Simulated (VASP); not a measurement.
# Ge (Imma) in VASP: single point with LDA

Aim: the single point of Ge with LDA.

All numbers are computed with VASP 6.6.1; they aren't measurements. Logs are shortened: lines on timing, memory, paths and dates and some standing lists are left out, and cuts for length are marked.

### Step 1. The cell of the first run

The structure is orthorhombic, space group Imma (No. 74). The conventional cell has a = 5.122 Å, b = 5.439 Å, c = 2.949 Å, α = 90.00°, β = 90.00°, γ = 90.00°. Within 3.8 Å of Ge (site symmetry mm2) lie 10 Ge at 2.75 to 3.74 Å.

### Step 2. Single point, LDA

Contents of INCAR:

```
ALGO = Normal
EDIFF = 1E-7
ENCUT = 520
ISIF = 2
ISMEAR = -1
LASPH = T
LCHARG = F
LREAL = F
LWAVE = F
NBANDS = 21
NELM = 100
PREC = Accurate
SIGMA = 0.1
```

Contents of KPOINTS:

```
k-points
0
Gamma
  11 11 11
```

Contents of POSCAR:

```
Ge
1.0
   -2.5607573792      2.7197441028      1.4742899619
    2.5607573792     -2.7197441028      1.4742899619
    2.5607573792      2.7197441028     -1.4742899619
Ge
2
Direct
    0.1859400000      0.9359400000      0.2500000000
    0.8140600000      0.0640600000      0.7500000000
```

Potentials or basis: VASP PAW LDA potentials, release 64 (Ge_d).

Launch:

```bash
> cat potpaw_LDA.64/Ge_d/POTCAR > POTCAR
> mpirun -np 1 vasp_std > vasp.out
```

OUTCAR:

```text
EDIFF = 1E-7
   ENCUT = 520
   ISIF = 2
   ISMEAR = -1
   LASPH = T
   LREAL = F
   NELM = 100
   PREC = Accurate

 ion  position               nearest neighbor table
   1  0.186  0.936  0.250-   2 2.75   2 2.75   2 2.79   2 2.79
   2  0.814  0.064  0.750-   1 2.75   1 2.75   1 2.79   1 2.79

  LATTYP: Found a body centered orthorhombic cell.
 ALAT       =     2.9485799238
 B/A-ratio  =     1.7369428304
 C/A-ratio  =     1.8447823516

  Lattice vectors:

 A1 = (   2.5607573792,  -2.7197441028,   1.4742899619)
 A2 = (  -2.5607573792,  -2.7197441028,  -1.4742899619)
 A3 = (   2.5607573792,   2.7197441028,  -1.4742899619)

Analysis of symmetry for initial positions (statically):
=====================================================================
 Subroutine PRICEL returns:
 Original cell was already a primitive cell.

 Routine SETGRP: Setting up the symmetry group for a
 body centered orthorhombic supercell.

 Subroutine GETGRP returns: Found  8 space group operations
 (whereof  4 operations were pure point group operations)
 out of a pool of  8 trial point group operations.

The static configuration has the point symmetry C_2h.
 The point group associated with its full space group is D_2h.

Analysis of symmetry for dynamics (positions and initial velocities):
=====================================================================
 Subroutine PRICEL returns:
 Original cell was already a primitive cell.

 Routine SETGRP: Setting up the symmetry group for a
 body centered orthorhombic supercell.

 Subroutine GETGRP returns: Found  8 space group operations
 (whereof  4 operations were pure point group operations)
 out of a pool of  8 trial point group operations.

The dynamic configuration has the point symmetry C_2h.
 The point group associated with its full space group is D_2h.

 Subroutine INISYM returns: Found  8 space group operations
 (whereof  4 operations are pure point group operations),
 and found     1 'primitive' translations

----------------------------------------------------------------------------------------

                                     Primitive cell

  volume of cell :      41.0714

  direct lattice vectors                    reciprocal lattice vectors
    -2.560757379  2.719744103  1.474289962     0.000000000  0.183840825  0.339146310
[... 81 lines left out ...]
   LNONCOLLINEAR =      F non collinear calculations
   LSORBIT =      F    spin-orbit coupling
   LASPH  =      T    aspherical Exc in radial PAW
   ENCUT  =  520.0 eV  38.22 Ry    6.18 a.u.   7.47  7.47  7.47*2*pi/ulx,y,z
   NELM   =    100;   NELMIN=  2; NELMDL= -5     # of ELM steps
   EDIFF  = 0.1E-06   stopping-criterion for ELM
   LREAL  =      F    real-space projection
   EDIFFG = 0.1E-05   stopping-criterion for IOM
   NSW    =      0    number of steps for IOM
   IBRION =     -1    ionic relax: 0-MD 1-quasi-New 2-CG
   NFREE  =      0    steps in history (QN), initial steepest desc. (CG)
   ISIF   =      2    stress and relaxation
   ISYM   =      2    0-nonsym 1-usesym 2-fastsym
   POTIM  = 0.5000    time-step for ionic-motion
   TEBEG  =    0.0;   TEEND  =   0.0 temperature during run
   PSTRESS=    0.0 pullay stress
   NELECT =      28.0000    total number of electrons
   NUPDOWN=      -1.0000    fix difference up-down
   EMIN   =  10.00;   EMAX   =-10.00  energy-range for DOS
   EFERMI =   0.00;   METHOD = LEGACY
   ISMEAR =    -1;   SIGMA  =   0.10  broadening in eV -4-tet -1-fermi 0-gaus
   EFERMI_NEDOS =   21; number of points for ismear=-14 and -15
   IALGO  =     38    algorithm
   IMIX   =      4    mixing-type and parameters
     AMIX     =   0.40;   BMIX     =  1.00
     AMIX_MAG =   1.60;   BMIX_MAG =  1.00
  volume/ion in A,a.u.               =      20.54       138.58
  Fermi-wavevector in a.u.,A,eV,Ry     =   1.440835  2.722784 28.245787  2.076007
  Thomas-Fermi vector in A             =   2.559535
   LORBIT       =      0    0 simple, 1 ext, 2 COOP (PROOUT), +10 PAW based schemes
   GGA     = CA    functional components
   LHFCALC =     F    Hartree Fock is set to
   AEXX    =    0.0000 exact exchange contribution
   IVDW    =     0    specifies the selected vdW correction
   LEPSILON=     F    determine dielectric tensor
   LRPA    =     F    only Hartree local field effects (RPA)
 non-spin polarized calculation
  energy-cutoff  :      520.00
  volume of cell :       41.07
 maximum number of plane-waves:      1129
 NGX is ok and might be reduce to    30
   NGX = 15   NGY = 15   NGZ = 15

 number of electron      27.9999992 magnetization

 Free energy of the ion-electron system (eV)
  ---------------------------------------------------
  ext. energy  EPLUGINS =         0.00000000
  ---------------------------------------------------
  free energy    TOTEN  =        -9.87794177 eV

  energy without entropy =       -9.84813149  energy(sigma->0) =       -9.86303663

 E-fermi :   5.4342     XC(G=0): -11.0913

 val. band max:        5.4301435253   @ k =   0.3636   0.0909  -0.0000
 cond. band min:       5.4616430586   @ k =  -0.0909   0.4545   0.0909
 fundamental gap:      0.0314995333
 Fermi energy:         5.4341677503

 k-point     1 :       0.0000    0.0000    0.0000
  band No.  band energies     occupation
      1     -19.3219      2.00000
      2     -19.2626      2.00000
      3     -19.2622      2.00000
      4     -19.2535      2.00000
      5     -19.2334      2.00000
      6     -19.2017      2.00000
[... 565 lines left out ...]
     20      15.9607      0.00000
     21      16.1880      0.00000

 [... further k-points ...]

------------------------ aborting loop because EDIFF is reached ----------------------------------------

  FORCE on cell =-STRESS in cart. coord.  units (eV):
  Direction    XX          YY          ZZ          XY          YZ          ZX
  --------------------------------------------------------------------------------------
  -------------------------------------------------------------------------------------
  Total       -1.9280291     -2.2028447     -2.1676956      0.0000000      0.0000000      0.0000000
  in kB      -75.2115928    -85.9320313    -84.5608823      0.0000000      0.0000000      0.0000000
  external PRESSURE =     -81.9015022 kB  Pullay stress =       0.0000000 kB

 VOLUME and BASIS-vectors are now :
 -----------------------------------------------------------------------------
  energy-cutoff  :      520.00
  volume of cell :       41.07
      direct lattice vectors                 reciprocal lattice vectors
    -2.560757379  2.719744103  1.474289962     0.000000000  0.183840825  0.339146310
     2.560757379 -2.719744103  1.474289962     0.195254734  0.000000000  0.339146310
     2.560757379  2.719744103 -1.474289962     0.195254734  0.183840825  0.000000000

 POSITION                                       TOTAL-FORCE (eV/Angst)
 -----------------------------------------------------------------------------------
      2.56076     -1.35987      1.28540         0.000000      0.000000     -0.058655
     -0.00000      4.07962      0.18889        -0.000000     -0.000000      0.058655
 -----------------------------------------------------------------------------------
    total drift:                                0.000000      0.000000     -0.000000

  FREE ENERGIE OF THE ION-ELECTRON SYSTEM (eV)
  ---------------------------------------------------
  free  energy   TOTEN  =        -9.8779417719 eV

  energy  without entropy=       -9.8481314918  energy(sigma->0) =       -9.86303663
```

OSZICAR:

```text
N       E                     dE             d eps       ncg     rms          rms(c)
DAV:   1     0.178312341675E+03    0.17831E+03   -0.14467E+04 10191   0.363E+03
DAV:   2     0.149991968806E+02   -0.16331E+03   -0.15846E+03  9112   0.588E+02
DAV:   3    -0.917922646539E+01   -0.24178E+02   -0.23973E+02 10340   0.135E+02
DAV:   4    -0.989846978431E+01   -0.71924E+00   -0.71871E+00 10270   0.267E+01
DAV:   5    -0.990959568189E+01   -0.11126E-01   -0.11126E-01 10267   0.371E+00    0.181E+00
DAV:   6    -0.988710159936E+01    0.22494E-01   -0.22695E-02 12407   0.228E+00    0.992E-01
DAV:   7    -0.987825104575E+01    0.88506E-02   -0.13809E-02 12317   0.152E+00    0.106E-01
DAV:   8    -0.987794396668E+01    0.30708E-03   -0.18701E-03 10918   0.740E-01    0.364E-02
DAV:   9    -0.987794202434E+01    0.19423E-05   -0.43764E-05 10553   0.791E-02    0.100E-02
DAV:  10    -0.987794179123E+01    0.23312E-06   -0.38632E-06 11640   0.266E-02    0.244E-03
DAV:  11    -0.987794177190E+01    0.19331E-07   -0.14773E-07  7829   0.515E-03
   1 F= -.98779418E+01 E0= -.98630366E+01  d E =-.298103E-01
```

stdout:

```text
POSCAR found type information on POSCAR Ge
 POSCAR found :  1 types and       2 ions
 scaLAPACK will be used
 LDA part: xc-table for (Slater(with rela. corr.)+CA(PZ))
 , standard interpolation
 POSCAR, INCAR and KPOINTS ok, starting setup
 FFT: planning ... GRIDC
 FFT: planning ... GRID_SOFT
 FFT: planning ... GRID
 WAVECAR not read
 entering main loop
```

Wall time 85 s (1 thread of Intel Xeon Platinum 8488C (Sapphire Rapids), shared host); peak memory 0.25 GiB.

Results:

```
Free energy            : -9.8779 eV
Pressure               : -8.2 GPa
Largest force          : 0.059 eV/Å
Band gap on the k mesh : zero (bands 14 and 15 overlap by 4.56 eV)
```

Forces in eV/Å, atoms in the order of the input:
```
Ge   0.000  0.000 -0.059
Ge   0.000  0.000  0.059
```

Stress tensor (GPa, compression positive):
```
-7.52  0.00  0.00
 0.00 -8.59  0.00
 0.00  0.00 -8.46
```

Caveat: the cell stands under tension.
